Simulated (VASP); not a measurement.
**PbSe: relaxation of cell and atoms with LDA**

The system is PbSe.

```
Pb Se
1.0
     0.00000    3.02091    3.02091
     3.02091    0.00000    3.02091
     3.02091    3.02091    0.00000
Pb Se
1 1
Direct
  0.00000 0.00000 0.00000
  0.50000 0.50000 0.50000
```

```
Program                : VASP 6.6.1
Task                   : relaxation of cell and atoms
Functional             : LDA
Potentials or basis    : VASP PAW LDA potentials, release 64 (Pb_d, Se)
Cutoff                 : 600 eV
k mesh                 : 14 × 14 × 14
Occupations            : fermi-dirac, width 0.05 eV
Spin                   : no spin polarisation
Target pressure        : 15 GPa
Dipole correction      : no
Further INCAR settings : ALGO = Normal; EDIFF = 1e-07; IBRION = 2; EDIFFG = -0.002; NSW = 100; ISIF = 3
```

| Quantity | Value |
| --- | --- |
| Relaxed volume | 23.20 Å³/atom |
| Relaxed cell | a = 4.033 Å, b = 4.033 Å, c = 4.033 Å, α = 60.00°, β = 60.00°, γ = 60.00° |
| Space group after relaxing (to 0.05 Å) | Fm-3m (No. 225) |
| Energy change on relaxing (the enthalpy is what falls) | +177.8 meV/atom |
| Ionic steps | 7 |
| Pressure after relaxing | 15.0 GPa |
| Band gap on the k mesh | 0.35 eV, direct |

Step by step:
```
step  energy change (eV)  largest force (eV/Å)  pressure (GPa)  volume (Å³)
   1              0.0000                0.0000            0.16        55.14
   2              2.1740                0.0000           54.55        37.16
   3              0.3168                0.0000           13.92        46.83
   4              0.3477                0.0000           14.78        46.48
   5              0.3630                0.0000           15.19        46.32
   6              0.3472                0.0000           14.77        46.49
   7              0.3555                0.0000           14.99        46.40
```

Final structure:
```
CELL_PARAMETERS angstrom
0.00000 2.85200 2.85200
2.85200 0.00000 2.85200
2.85200 2.85200 0.00000
ATOMIC_POSITIONS crystal
Pb 0.00000 0.00000 0.00000
Se 0.50000 0.50000 0.50000
```

Levels at points of the mesh, in eV from the valence-band top:
| k point | band 6 | band 7 | band 8 | band 9 | band 10 | band 11 | band 12 | band 13 | band 14 |
| --- | --- | --- | --- | --- | --- | --- | --- | --- | --- |
| (0.00, 0.00, 0.00) | -15.32 | -5.60 | -2.57 | -2.57 | -2.57 | 5.42 | 5.42 | 5.42 | 6.34 |
| (0.50, 0.00, 0.00) | -13.65 | -9.97 | -1.93 | -1.93 | -0.07 | 0.68 | 1.41 | 1.41 | 9.04 |
| (0.50, 0.50, 0.00) | -12.79 | -7.55 | -6.63 | -4.36 | -4.36 | 3.00 | 6.72 | 6.72 | 7.24 |

Run time: 2.5 min on 1 thread of Intel(R) Xeon(R) 6975P-C (Granite Rapids), on a shared host, peak memory 0.25 GiB.

Caveat: the cell is relaxed towards a set pressure, so the enthalpy falls and the energy may rise; the volume moved by over 15 % at a fixed basis, so the end points are rough; spin-orbit coupling is left out, which moves the levels of the heavy elements. LDA usually gives volumes a few per cent too small.
